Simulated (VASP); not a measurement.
# WS2 in VASP: single point with PBE+D3(BJ)

Aim: the single point of WS2 with PBE+D3(BJ).

Program: VASP 6.6.1. These are calculated values, not measurements. Logs are shortened: lines on timing, memory, paths and dates and some standing lists are left out, and cuts for length are marked.

### Step 1. The cell of the first run

The cell holds a slab with vacuum, 6 atoms: a = 3.158 Å, b = 3.158 Å, c = 26.294 Å, α = 90.00°, β = 90.00°, γ = 120.00°.

### Step 2. Single point, PBE+D3(BJ)

INCAR reads:

```
PREC = Accurate
ENCUT = 520
EDIFF = 1E-6
ISMEAR = 0
SIGMA = 0.05
LREAL = False
LASPH = True
NELM = 60
ALGO = Normal
ISIF = 2
LWAVE = False
LCHARG = True
LDIPOL = True
IDIPOL = 3
DIPOL = 0.5 0.5 0.500
GGA = PE
IVDW = 12
LELF = True
LVHAR = True
LVACPOTAV = True
NBANDS = 35
```

KPOINTS reads:

```
Automatic mesh
0
Gamma
  9 9 1
```

POSCAR reads:

```
WS2
1.0
    3.1580007689     -0.0000000029      0.0000000000
   -1.5790003819      2.7349088924      0.0000000000
    0.0000000000      0.0000000000     26.2936854451
S W
4 2
Direct
    0.3333333333      0.6666666667      0.3255512374
    0.3333333333      0.6666666667      0.4453405921
    0.0000000000      0.0000000000      0.5550971905
    0.0000000000      0.0000000000      0.6749051538
    0.6666666667      0.3333333333      0.3855442846
    0.3333333333      0.6666666667      0.6149913996
```

Potentials or basis: VASP PAW PBE potentials, release 64 (S, W_sv).

Launch:

```
cat potpaw_PBE.64/S/POTCAR potpaw_PBE.64/W_sv/POTCAR > POTCAR
mpirun -np 1 vasp_std > vasp.out
```

OUTCAR:

```text
PREC = Accurate
   ENCUT = 520
   EDIFF = 1E-6
   ISMEAR = 0
   LREAL = False
   LASPH = True
   NELM = 60
   ISIF = 2
   GGA = PE
   IVDW = 12
 IVDW          = 12

 ion  position               nearest neighbor table
   1  0.333  0.667  0.326-   5 2.41   5 2.41   5 2.41
   2  0.333  0.667  0.445-   5 2.41   5 2.41   5 2.41
   3  0.000  0.000  0.555-   6 2.41   6 2.41   6 2.41
   4  0.000  0.000  0.675-   6 2.41   6 2.41   6 2.41
   5  0.667  0.333  0.386-   2 2.41   2 2.41   2 2.41   1 2.41   1 2.41   1 2.41
   6  0.333  0.667  0.615-   3 2.41   3 2.41   3 2.41   4 2.41   4 2.41   4 2.41

  LATTYP: Found a hexagonal cell.
 ALAT       =     3.1580007689
 C/A-ratio  =     8.3260541619

  Lattice vectors:

 A1 = (   3.1580007689,  -0.0000000029,   0.0000000000)
 A2 = (  -1.5790003819,   2.7349088924,   0.0000000000)
 A3 = (   0.0000000000,   0.0000000000,  26.2936854451)

Analysis of symmetry for initial positions (statically):
=====================================================================
 Subroutine PRICEL returns:
 Original cell was already a primitive cell.

 Routine SETGRP: Setting up the symmetry group for a
 hexagonal supercell.

 Subroutine GETGRP returns: Found  6 space group operations
 (whereof  6 operations were pure point group operations)
 out of a pool of 24 trial point group operations.

The static configuration has the point symmetry C_3v.

Analysis of symmetry for dynamics (positions and initial velocities):
=====================================================================
 Subroutine PRICEL returns:
 Original cell was already a primitive cell.

 Routine SETGRP: Setting up the symmetry group for a
 hexagonal supercell.

 Subroutine GETGRP returns: Found  6 space group operations
 (whereof  6 operations were pure point group operations)
 out of a pool of 24 trial point group operations.

The dynamic configuration has the point symmetry C_3v.

 Subroutine INISYM returns: Found  6 space group operations
 (whereof  6 operations are pure point group operations),
 and found     1 'primitive' translations

----------------------------------------------------------------------------------------

                                     Primitive cell

  volume of cell :     227.0945

  direct lattice vectors                    reciprocal lattice vectors
     3.158000769 -0.000000003  0.000000000     0.316656035  0.182821446  0.000000000
    -1.579000382  2.734908892  0.000000000     0.000000000  0.365642893  0.000000000
     0.000000000  0.000000000 26.293685445     0.000000000  0.000000000  0.038031945

  length of vectors
     3.158000769  3.158000769 26.293685445     0.365642893  0.365642893  0.038031945

  position of ions in fractional coordinates (direct lattice)
     0.333333333  0.666666667  0.325551237
     0.333333333  0.666666667  0.445340592
     0.000000000  0.000000000  0.555097190
     0.000000000  0.000000000  0.674905154
     0.666666667  0.333333333  0.385544285
     0.333333333  0.666666667  0.614991400

  ion indices of the primitive-cell ions
   primitive index   ion index
                 1           1
                 2           2
                 3           3
                 4           4
                 5           5
                 6           6

----------------------------------------------------------------------------------------

 KPOINTS: Automatic mesh

Automatic generation of k-mesh.
 Grid dimensions read from file:
 generate k-points for:    9    9    1

 Generating k-lattice:

  Cartesian coordinates                     Fractional coordinates (reciprocal lattice)
     0.035184004  0.020313494  0.000000000     0.111111111  0.000000000  0.000000000
     0.000000000  0.040626988  0.000000000     0.000000000  0.111111111  0.000000000
     0.000000000  0.000000000  0.038031945     0.000000000  0.000000000  1.000000000

  Length of vectors
     0.040626988  0.040626988  0.038031945

  Shift w.r.t. Gamma in fractional coordinates (k-lattice)
     0.000000000  0.000000000  0.000000000

 Subroutine IBZKPT returns following result:
 ===========================================

 Found     12 irreducible k-points:

 Following reciprocal coordinates:
            Coordinates               Weight
  0.000000  0.000000  0.000000      1.000000
  0.111111  0.000000  0.000000      6.000000
  0.222222  0.000000  0.000000      6.000000
  0.333333  0.000000  0.000000      6.000000
  0.444444  0.000000  0.000000      6.000000
  0.111111  0.111111  0.000000      6.000000
  0.222222  0.111111  0.000000     12.000000
  0.333333  0.111111  0.000000     12.000000
  0.444444  0.111111  0.000000      6.000000
  0.222222  0.222222  0.000000      6.000000
  0.333333  0.222222  0.000000     12.000000
  0.333333  0.333333  0.000000      2.000000
   k-points           NKPTS =     12   k-points in BZ     NKDIM =     12   number of bands    NBANDS=     35
   number of dos      NEDOS =    301   number of ions     NIONS =      6
   total plane-waves  NPLWV = 112896
   dimension x,y,z NGX =    24 NGY =   24 NGZ =  196
   dimension x,y,z NGXF=    48 NGYF=   48 NGZF=  392
   ions per type =               4   2
   NGX,Y,Z   is equivalent  to a cutoff of  12.63, 12.63, 12.39 a.u.
   NGXF,Y,Z  is equivalent  to a cutoff of  25.27, 25.27, 24.78 a.u.
 SYSTEM =  unknown system
   PREC   = accura    normal or accurate (medium, high low for compatibility)
   ISTART =      0    job   : 0-new  1-cont  2-samecut
   ICHARG =      2    charge: 1-file 2-atom 10-const
   ISPIN  =      1    spin polarized calculation?
   LNONCOLLINEAR =      F non collinear calculations
   LSORBIT =      F    spin-orbit coupling
   LASPH  =      T    aspherical Exc in radial PAW
   ENCUT  =  520.0 eV  38.22 Ry    6.18 a.u.   5.87  5.87 48.89*2*pi/ulx,y,z
   NELM   =     60;   NELMIN=  2; NELMDL= -5     # of ELM steps
   EDIFF  = 0.1E-05   stopping-criterion for ELM
   LREAL  =      F    real-space projection
   EDIFFG = 0.1E-04   stopping-criterion for IOM
   NSW    =      0    number of steps for IOM
   IBRION =     -1    ionic relax: 0-MD 1-quasi-New 2-CG
   NFREE  =      0    steps in history (QN), initial steepest desc. (CG)
   ISIF   =      2    stress and relaxation
   ISYM   =      2    0-nonsym 1-usesym 2-fastsym
   POTIM  = 0.5000    time-step for ionic-motion
   TEBEG  =    0.0;   TEEND  =   0.0 temperature during run
   PSTRESS=    0.0 pullay stress
   NELECT =      52.0000    total number of electrons
   NUPDOWN=      -1.0000    fix difference up-down
   EMIN   =  10.00;   EMAX   =-10.00  energy-range for DOS
   EFERMI =   0.00;   METHOD = LEGACY
   ISMEAR =     0;   SIGMA  =   0.05  broadening in eV -4-tet -1-fermi 0-gaus
   EFERMI_NEDOS =   21; number of points for ismear=-14 and -15
   IALGO  =     38    algorithm
   IMIX   =      4    mixing-type and parameters
     AMIX     =   0.40;   BMIX     =  1.00
     AMIX_MAG =   1.60;   BMIX_MAG =  1.00
  volume/ion in A,a.u.               =      37.85       255.42
  Fermi-wavevector in a.u.,A,eV,Ry     =   1.001553  1.892660 13.648107  1.003108
  Thomas-Fermi vector in A             =   2.133982
   LORBIT       =      0    0 simple, 1 ext, 2 COOP (PROOUT), +10 PAW based schemes
   GGA     = PE    functional components
   LHFCALC =     F    Hartree Fock is set to
   AEXX    =    0.0000 exact exchange contribution
   IVDW    =    12    specifies the selected vdW correction
   LEPSILON=     F    determine dielectric tensor
   LRPA    =     F    only Hartree local field effects (RPA)
 non-spin polarized calculation
 Gauss-broadening in eV      SIGMA  =   0.05
  energy-cutoff  :      520.00
  volume of cell :      227.09
 maximum number of plane-waves:      6150
 NGX is ok and might be reduce to    24
   NGX = 11   NGY = 11   NGZ = 97

 number of electron      51.9999997 magnetization

 dipolmoment           0.000000      0.000000     -0.003858 electrons x Angstroem

 Free energy of the ion-electron system (eV)
  ---------------------------------------------------
  ext. energy  EPLUGINS =         0.00000000
  ---------------------------------------------------
  free energy    TOTEN  =       -47.25024815 eV

  energy without entropy =      -47.25024815  energy(sigma->0) =      -47.25024815

 E-fermi :   1.0370     XC(G=0):  -5.5088

 val. band max:        0.6625043557   @ k =   0.0000   0.0000   0.0000
 cond. band min:       2.0909852259   @ k =   0.3333   0.3333   0.0000
 fundamental gap:      1.4284808703
 Fermi energy:         1.0369546674

 k-point     1 :       0.0000    0.0000    0.0000
  band No.  band energies     occupation
      1     -73.8343      2.00000
      2     -73.7551      2.00000
      3     -38.0894      2.00000
      4     -38.0102      2.00000
      5     -37.9124      2.00000
      6     -37.9124      2.00000
[... 27 lines left out ...]
     34       3.3299      0.00000
     35       5.2845      0.00000

 k-point     2 :       0.1111    0.0000    0.0000
  band No.  band energies     occupation
      1     -73.8321      2.00000
      2     -73.7529      2.00000
      3     -38.0816      2.00000
      4     -38.0025      2.00000
      5     -37.9555      2.00000
      6     -37.9224      2.00000
[... 27 lines left out ...]
     34       3.5608      0.00000
     35       5.6475      0.00000

 k-point     3 :       0.2222    0.0000    0.0000
  band No.  band energies     occupation
      1     -73.8265      2.00000
      2     -73.7474      2.00000
      3     -38.0631      2.00000
      4     -38.0619      2.00000
      5     -37.9844      2.00000
      6     -37.9827      2.00000
[... 27 lines left out ...]
     34       4.2774      0.00000
     35       6.3513      0.00000

 k-point     4 :       0.3333    0.0000    0.0000
  band No.  band energies     occupation
      1     -73.8203      2.00000
      2     -73.7411      2.00000
      3     -38.1831      2.00000
      4     -38.1044      2.00000
      5     -38.0394      2.00000
      6     -37.9761      2.00000
[... 27 lines left out ...]
     34       4.8324      0.00000
     35       6.7327      0.00000

 k-point     5 :       0.4444    0.0000    0.0000
  band No.  band energies     occupation
      1     -73.8162      2.00000
      2     -73.7370      2.00000
      3     -38.2601      2.00000
      4     -38.1814      2.00000
      5     -38.0247      2.00000
      6     -37.9947      2.00000
[... 27 lines left out ...]
     34       5.0789      0.00000
     35       5.5396      0.00000

 k-point     6 :       0.1111    0.1111    0.0000
  band No.  band energies     occupation
      1     -73.8282      2.00000
      2     -73.7491      2.00000
      3     -38.0679      2.00000
      4     -38.0270      2.00000
      5     -37.9887      2.00000
      6     -37.9482      2.00000
[... 27 lines left out ...]
     34       4.1879      0.00000
     35       6.1530      0.00000

 k-point     7 :       0.2222    0.1111    0.0000
  band No.  band energies     occupation
      1     -73.8223      2.00000
      2     -73.7432      2.00000
      3     -38.1318      2.00000
      4     -38.0531      2.00000
      5     -38.0468      2.00000
      6     -37.9796      2.00000
[... 27 lines left out ...]
     34       4.8282      0.00000
     35       7.0106      0.00000

 k-point     8 :       0.3333    0.1111    0.0000
  band No.  band energies     occupation
      1     -73.8171      2.00000
      2     -73.7380      2.00000
      3     -38.2221      2.00000
      4     -38.1434      2.00000
      5     -38.0282      2.00000
      6     -38.0112      2.00000
[... 27 lines left out ...]
     34       4.9866      0.00000
     35       6.4178      0.00000

 k-point     9 :       0.4444    0.1111    0.0000
  band No.  band energies     occupation
      1     -73.8151      2.00000
      2     -73.7359      2.00000
      3     -38.2573      2.00000
      4     -38.1786      2.00000
      5     -38.0237      2.00000
      6     -38.0208      2.00000
[... 27 lines left out ...]
     34       4.8134      0.00000
     35       5.5728      0.00000

 k-point    10 :       0.2222    0.2222    0.0000
  band No.  band energies     occupation
      1     -73.8175      2.00000
      2     -73.7383      2.00000
      3     -38.1898      2.00000
      4     -38.1111      2.00000
      5     -38.0355      2.00000
      6     -38.0296      2.00000
[... 27 lines left out ...]
     34       5.2512      0.00000
     35       7.3196      0.00000

 k-point    11 :       0.3333    0.2222    0.0000
  band No.  band energies     occupation
      1     -73.8144      2.00000
      2     -73.7352      2.00000
      3     -38.2174      2.00000
      4     -38.1387      2.00000
      5     -38.0818      2.00000
      6     -38.0183      2.00000
[... 27 lines left out ...]
     34       5.4964      0.00000
     35       6.3979      0.00000

 k-point    12 :       0.3333    0.3333    0.0000
  band No.  band energies     occupation
      1     -73.8133      2.00000
      2     -73.7341      2.00000
      3     -38.1801      2.00000
      4     -38.1455      2.00000
      5     -38.1014      2.00000
      6     -38.0667      2.00000
[... 27 lines left out ...]
     34       5.8198      0.00000
     35       6.5603      0.00000

------------------------ aborting loop because EDIFF is reached ----------------------------------------

 Edisp (eV)   -2.22853

 E8    (eV) :    -0.9687

  FORCE on cell =-STRESS in cart. coord.  units (eV):
  Direction    XX          YY          ZZ          XY          YZ          ZX
  --------------------------------------------------------------------------------------
  -------------------------------------------------------------------------------------
  Total       0.00080     0.00080    -0.01275     0.00000     0.00000    -0.00000
  in kB       0.00567     0.00567    -0.08997     0.00000     0.00000    -0.00000
  external pressure =       -0.03 kB  Pullay stress =        0.00 kB

 VOLUME and BASIS-vectors are now :
 -----------------------------------------------------------------------------
  energy-cutoff  :      520.00
  volume of cell :      227.09
      direct lattice vectors                 reciprocal lattice vectors
     3.158000769 -0.000000003  0.000000000     0.316656035  0.182821446  0.000000000
    -1.579000382  2.734908892  0.000000000     0.000000000  0.365642893  0.000000000
     0.000000000  0.000000000 26.293685445     0.000000000  0.000000000  0.038031945

 POSITION                                       TOTAL-FORCE (eV/Angst)
 -----------------------------------------------------------------------------------
      0.00000      1.82327      8.55994        -0.000000      0.000000      0.010966
      0.00000      1.82327     11.70965         0.000000     -0.000000     -0.007367
      0.00000      0.00000     14.59555        -0.000000      0.000000      0.030556
      0.00000      0.00000     17.74574        -0.000000      0.000000      0.013955
      1.57900      0.91164     10.13738        -0.000000      0.000000     -0.021671
      0.00000      1.82327     16.17039         0.000000     -0.000000     -0.026439
 -----------------------------------------------------------------------------------
    total drift:                                0.000000     -0.000000     -0.000351

  FREE ENERGIE OF THE ION-ELECTRON SYSTEM (eV)
  ---------------------------------------------------
  free  energy   TOTEN  =       -49.4787786455 eV

  energy  without entropy=      -49.4787786455  energy(sigma->0) =      -49.47877865

 vacuum level on the upper side and lower side of the slab         5.823         5.904
```

Wall time 90 s (1 thread of Intel Xeon 6975P-C (Granite Rapids), shared host); peak memory 0.36 GiB.

Results:

```
Free energy                : -49.4788 eV
Largest force              : 0.031 eV/Å
Band gap on the k mesh     : 1.43 eV, indirect (least direct gap 1.84 eV)
Dispersion energy per atom : -0.371 eV
```

Forces on the atoms (eV/Å):
```
S    0.000  0.000  0.011
S    0.000  0.000 -0.007
S    0.000  0.000  0.031
S    0.000  0.000  0.014
W    0.000  0.000 -0.022
W    0.000  0.000 -0.026
```

Caveat: spin-orbit coupling is left out, which moves the levels of the heavy elements.
